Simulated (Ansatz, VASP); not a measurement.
This is a calculation of EuI3 for VASP 6.6.1.

Contents of INCAR:

```
SYSTEM = EuI3
PREC = Accurate ; ENCUT = 520
EDIFF = 1E-6 ; ISMEAR = -1
SIGMA = 0.05 ; LREAL = .False.
LASPH = .True. ; NELM = 150
ALGO = Normal ; ISIF = 2
LWAVE = .False. ; LCHARG = .False.
ISPIN = 2 ; MAGMOM = 7 0 0 0
LORBIT = 11 ; LMAXMIX = 6
GGA = PE ; NBANDS = 31
```

Contents of KPOINTS:

```
Automatic mesh
0
Gamma
  6 6 6
  0 0 0
```

Contents of POSCAR:

```
EuI3
1.0
    0.0000000000      3.6480644635      3.6480644635
    3.6480644635      0.0000000000      3.6480644635
    3.6480644635      3.6480644635      0.0000000000
Eu I
1 3
Direct
    0.0000000000      0.0000000000      0.0000000000
    0.5000000000      0.5000000000      0.5000000000
    0.2500000000      0.2500000000      0.2500000000
    0.7500000000      0.7500000000      0.7500000000
```

Potentials or basis: VASP PAW PBE potentials, release 64 (Eu, I).

Command:

```console
$ cat potpaw_PBE.64/Eu/POTCAR potpaw_PBE.64/I/POTCAR > POTCAR
$ mpirun -np 1 vasp_std > vasp.out
```

Q: Set up the same calculation for Ansatz 0.2.0. Potentials there: Ansatz PAW.

A: As run (the cutoff follows the program's own potentials):

File input.yaml:

```yaml
crystal:
  lattice:
    - [0.0, 3.6480644635, 3.6480644635]
    - [3.6480644635, 0.0, 3.6480644635]
    - [3.6480644635, 3.6480644635, 0.0]
  atoms:
    - { symbol: Eu, position: [0.0, 0.0, 0.0], spin: 7.0 }
    - { symbol: I, position: [0.5, 0.5, 0.5] }
    - { symbol: I, position: [0.25, 0.25, 0.25] }
    - { symbol: I, position: [0.75, 0.75, 0.75] }
hamiltonian:
  xc: pbe
  pseudopotentials: { kind: paw }
magnetization:
  spin_polarized: true
kpoints:
  mp_grid: { grid: [6, 6, 6] }
scf:
  occupations: { method: fermi_dirac, width: 0.05 }
output:
  forces: true
  stress: true
  eigenvalues: true
```

Potentials or basis: Ansatz PAW.

Run with:

```console
$ ansatz run input.yaml --threads 2 --pin off --max-ram 5632MiB --backend cpu --events-out ev --progress --plain --runs-dir out
```

Both were run:

|  | VASP | Ansatz | Ansatz less VASP |
| --- | --- | --- | --- |
| gap on the k mesh at the Fermi level (eV) | none | none | - |
| pressure (GPa) | 25.5 | 25.6 | +0.09 |
| net moment per atom (μB) | 1.54 | 1.54 | +0.001 |
| size of the moment on the site where the two differ most (μB) | 6.40 | 6.58 | +0.180 |

Site moments also hang on the region over which each program counts them. A gap of «none» marks a metal or a gap that the smearing closes. VASP's potentials hold 38 valence electrons a cell and Ansatz's 68, so a difference there can come from the potentials and not from the codes.

Spin-orbit coupling is off throughout.
